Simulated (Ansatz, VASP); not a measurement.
## One calculation of V, two programs

File POSCAR:

```
V
1.0
   -1.5177010000      1.5177010000      1.5177010000
    1.5177010000     -1.5177010000      1.5177010000
    1.5177010000      1.5177010000     -1.5177010000
V
1
Direct
    0.0000000000      0.0000000000      0.0000000000
```

Contents of INCAR.step1:

```
  PREC = Accurate
  ENCUT = 550
  ISMEAR = -5
  SIGMA = 0.1
  LREAL = False
  LASPH = True
  NELM = 120
  NBANDS = 12
  GGA = PE
  ALGO = Normal
  EDIFF = 1E-5
  LWAVE = True
  LCHARG = False
  GGA_COMPAT = False
```

The input INCAR.step2:

```
  PREC = Accurate
  ENCUT = 550
  EDIFF = 1E-6
  ISMEAR = -5
  SIGMA = 0.1
  LREAL = False
  LASPH = True
  NELM = 120
  ALGO = Normal
  ISIF = 2
  LWAVE = False
  LCHARG = False
  METAGGA = R2SCAN
  LMIXTAU = True
  NBANDS = 12
  ISTART = 1
  GGA_COMPAT = False
```

KPOINTS

```
Automatic mesh
0
Gamma
  12 12 12
```

Input for Ansatz:

```yaml
crystal:
  lattice:
    - [-1.517701, 1.517701, 1.517701]
    - [1.517701, -1.517701, 1.517701]
    - [1.517701, 1.517701, -1.517701]
  atoms:
    - { symbol: V, position: [0.0, 0.0, 0.0] }
  symmetry: { tolerance: 0.0003 }
kpoints:
  mp_grid: { grid: [12, 12, 12], shift: [0, 0, 0] }
  band_path:
    path:
      - [0.0, 0.0, 0.0]
      - [0.5, -0.5, 0.5]
      - [0.0, 0.0, 0.5]
      - [0.0, 0.0, 0.0]
      - [0.25, 0.25, 0.25]
      - [0.5, -0.5, 0.5]
      - [0.25, 0.25, 0.25]
      - [0.0, 0.0, 0.5]
    npoints: 8
magnetization:
  spin_polarized: false
scf:
  occupations: { method: tetrahedron }
  lower_state_search: "off"
  max_iter: 200
hamiltonian:
  pseudopotentials: { kind: paw }
  xc: r2scan
basis:
  ecutwfc: 500
  fft_grid_basis: typed
output:
  forces: true
  stress: true
  eigenvalues: true
  bader: true
  populations: true
  elf: true
  write_potential: true
  volumetric_format: npy
  dos:
    e_range: [-12, 8]
    de: 0.05
    projected: { site_lists: { V: [V] } }
  write_density: true
checkpoint:
  read: saved_state
```

Alike in both runs: task single point; functional r2SCAN; k mesh 12 × 12 × 12; occupations tetrahedron; no spin polarisation.

|  | VASP | Ansatz |
| --- | --- | --- |
| version | VASP 6.6.1 | Ansatz 0.2.0 |
| potentials or method | VASP PAW PBE potentials, release 64 (V_sv), cutoff 550 eV | PAW plane waves |
| valence electrons in the cell | 13 | 13 |

Ansatz gave:

| Item | Value |
| --- | --- |
| pressure (GPa) | -9.2 |

Q: Which values does VASP return?

A: Pressure (GPa): -8.7.

VASP's potentials were made for PBE, not for r2SCAN. Ansatz's warnings: band table not solved further, product built on unsolved table, tetrahedron derivatives may miss energy slope.
